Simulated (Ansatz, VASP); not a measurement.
**Al2Cu: VASP beside Ansatz**

```
Al Cu
1.0
    -3.14635    3.14635    2.29310
     3.14635   -3.14635    2.29310
     3.14635    3.14635   -2.29310
Al Cu
4 2
Direct
  0.15932 0.65932 0.81864
  0.65932 0.84068 0.50000
  0.84068 0.34068 0.18136
  0.34068 0.15932 0.50000
  0.75000 0.75000 0.00000
  0.25000 0.25000 0.00000
```

Alike in both runs: task single point; functional PBEsol; k mesh 10 × 10 × 10; occupations gaussian, width 0.15 eV; no spin polarisation.

|  | VASP | Ansatz |
| --- | --- | --- |
| version | VASP 6.6.1 | Ansatz 0.2.0 |
| potentials or method | VASP PAW PBE potentials, release 64 (Al, Cu), cutoff 520 eV | scalar-relativistic, plane waves, PAW |
| valence electrons in the cell | 34 | 50 |

Ansatz gave:

* gap on the k mesh at the Fermi level (eV): none
* pressure (GPa): -3.7
* traceless stress, the component that is largest in VASP (GPa): 9.68
* rms of the force components (eV/Å): 0.083

Task: Which values does VASP return?

Result: gap on the k mesh at the Fermi level (eV): none; pressure (GPa): -3.5; traceless stress, the component that is largest in VASP (GPa): 9.67; rms of the force components (eV/Å): 0.086.

VASP's potentials were made for PBE, not for PBEsol, and Ansatz warns of the same on its side. Atom by atom the forces differ by 0.003 eV/Å (rms over components). A gap of «none» marks a metal or a gap that the smearing closes. With one functional, cell and mesh, what is left measures potentials, basis and numerics. VASP's potentials hold 34 valence electrons a cell and Ansatz's 50, so a difference there can come from the potentials and not from the codes.
